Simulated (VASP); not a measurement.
Wanted: the native input for a VASP 6.6.1 run.

- Task: single point
- Functional: PBE
- Dispersion: D3(BJ)
- Potentials or basis: VASP PAW PBE potentials, release 64 (Sn_d, O)
- Cutoff: 520 eV
- k mesh: 6 × 6 × 6
- Occupations: gaussian, width 0.05 eV
- Spin: no spin polarisation
- Dipole correction: no
- Further INCAR settings: ALGO = Normal; EDIFF = 1e-07; NBANDS = 64

The structure of SnO2 lies in POSCAR:

```
SnO2
1.0
    3.2373377712      1.8690778337      4.2908446647
   -3.2373377712      1.8690778337      4.2908446647
    0.0000000000     -3.7381556673      4.2908446647
Sn O
4 8
Direct
    0.8671890795      0.8635738471      0.8635738472
    0.3671855039      0.3635972919      0.8635831346
    0.3671855039      0.8635831344      0.3635972921
    0.8671923893      0.3635925095      0.3635925097
    0.1184501009      0.6225582060      0.6225581999
    0.6183958967      0.1225630191      0.6225469840
    0.6183958967      0.6225469901      0.1225630130
    0.5933722004      0.6159199166      0.6159199214
    0.1184340869      0.1225632887      0.1225632826
    0.0933221986      0.1159367396      0.6159216299
    0.0933221986      0.6159216250      0.1159367445
    0.5933461257      0.1159168436      0.1159168485
```

This cell differs from its parent crystal: atoms displaced along several vibrational modes.

The input as run:

INCAR

```
SYSTEM = SnO2
PREC = Accurate
ENCUT = 520
EDIFF = 1E-7
ISMEAR = 0
SIGMA = 0.05
LREAL = .False.
LASPH = .True.
NELM = 60
ALGO = Normal
ISIF = 2
LWAVE = .False.
LCHARG = .False.
GGA = PE
IVDW = 12
NBANDS = 64
```

KPOINTS

```
regular mesh
0
Gamma
  6 6 6
  0 0 0
```

Potentials or basis: VASP PAW PBE potentials, release 64 (Sn_d, O).

The run is started by

```sh
$ cat potpaw_PBE.64/Sn_d/POTCAR potpaw_PBE.64/O/POTCAR > POTCAR
$ mpirun -np 1 vasp_std > vasp.out
```

Results of the run:

| Item | Value |
| --- | --- |
| Pressure | 1.3 GPa |
| Largest force | 0.817 eV/Å |
| Band gap on the k mesh | 1.54 eV |
| Dispersion energy per atom | -0.201 eV |

Caveat: the cell differs from its parent crystal (atoms displaced along several vibrational modes); spin-orbit coupling is left out, which moves the levels of the heavy elements.

Run time: 10 min on 1 thread of Intel(R) Xeon(R) Platinum 8488C (Sapphire Rapids) (shared host), peak memory 0.57 GiB.
